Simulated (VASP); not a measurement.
# ZnAu: relaxation of cell and atoms with PBE

ZnAu:

```xyz
8
Lattice="4.9353 0.0000 0.0000 0.0000 4.9353 0.0000 0.0000 0.0000 4.9353" Properties=species:S:1:pos:R:3 pbc="T T T"
Zn    0.6613    0.6613    0.6613
Zn    1.8063    4.2740    3.1290
Zn    3.1290    1.8063    4.2740
Zn    4.2740    3.1290    1.8063
Au    4.1679    4.1679    4.1679
Au    3.2351    0.7674    1.7002
Au    1.7002    3.2351    0.7674
Au    0.7674    1.7002    3.2351
```

- Program: VASP 6.6.1
- Task: relaxation of cell and atoms
- Functional: PBE
- Potentials or basis: VASP PAW PBE potentials, release 64 (Zn, Au)
- Cutoff: 600 eV
- k mesh: 4 × 4 × 4
- Occupations: gaussian, width 0.1 eV
- Spin: no spin polarisation
- Dipole correction: no
- Further INCAR settings: ALGO = Normal; EDIFF = 1e-07; IBRION = 2; EDIFFG = -0.04; NSW = 90; ISIF = 3

- Relaxed volume: 16.42 Å³/atom
- Relaxed cell: a = 5.084 Å, b = 5.084 Å, c = 5.084 Å, α = 90.00°, β = 90.00°, γ = 90.00°
- Space group after relaxing (to 0.1 Å): P2_13 (No. 198)
- Energy gained by relaxing: 111.9 meV/atom
- Ionic steps: 11
- Pressure after relaxing: 0.1 GPa
- Largest force after relaxing: 0.029 eV/Å
- Band gap on the k mesh: zero (bands 46 and 47 overlap by 2.71 eV)

Forces on the atoms (eV/Å):
```
Zn  -0.017 -0.017 -0.017
Zn   0.017  0.017 -0.017
Zn  -0.017  0.017  0.017
Zn   0.017 -0.017  0.017
Au   0.008  0.008  0.008
Au  -0.008 -0.008  0.008
Au   0.008 -0.008 -0.008
Au  -0.008  0.008 -0.008
```

The path:
| step | energy change (eV) | largest force (eV/Å) | pressure (GPa) | volume (Å³) |
| --- | --- | --- | --- | --- |
| 1 | 0.0000 | 1.3839 | 15.53 | 120.21 |
| 2 | -0.2929 | 0.2771 | -8.92 | 147.36 |
| 3 | -0.6912 | 0.6359 | -1.20 | 134.23 |
| 4 | -0.6914 | 0.6466 | -0.96 | 133.94 |
| 5 | -0.7673 | 0.5237 | -0.59 | 132.99 |
| 6 | -0.8809 | 0.1227 | 1.28 | 130.16 |
| 7 | -0.8813 | 0.1191 | 1.46 | 129.94 |
| 8 | -0.8813 | 0.0689 | -1.59 | 133.49 |
| 9 | -0.8915 | 0.0886 | -0.12 | 131.68 |
| 10 | -0.8935 | 0.0635 | -0.05 | 131.58 |
| 11 | -0.8952 | 0.0287 | 0.12 | 131.38 |

Final structure:
```xyz
8
Lattice="5.0836 0.0000 0.0000 0.0000 5.0836 0.0000 0.0000 0.0000 5.0836" Properties=species:S:1:pos:R:3 pbc="T T T"
Zn    0.7846    0.7846    0.7846
Zn    1.7572    4.2990    3.3264
Zn    3.3264    1.7572    4.2990
Zn    4.2990    3.3264    1.7572
Au    4.3136    4.3136    4.3136
Au    3.3118    0.7700    1.7718
Au    1.7718    3.3118    0.7700
Au    0.7700    1.7718    3.3118
```

Levels at points of the mesh, in eV from the Fermi level:
```csv
k point,band 44,band 45,band 46,band 47,band 48,band 49
"(0.00, 0.00, 0.00)",-1.78,-0.63,-0.63,-0.63,4.32,4.32
"(0.50, 0.00, 0.00)",-1.29,-0.22,-0.22,0.61,0.61,1.79
"(0.50, 0.50, 0.00)",-3.15,0.80,0.80,1.09,1.09,2.43
"(0.50, 0.50, 0.50)",-3.10,-1.90,-1.90,-1.90,-1.90,7.27
```

Run time: 16 min on 1 thread of Oxide Virtual Turin-like Processor (shared host), peak memory 0.25 GiB.

Caveat: spin-orbit coupling is left out, which moves the levels of the heavy elements.
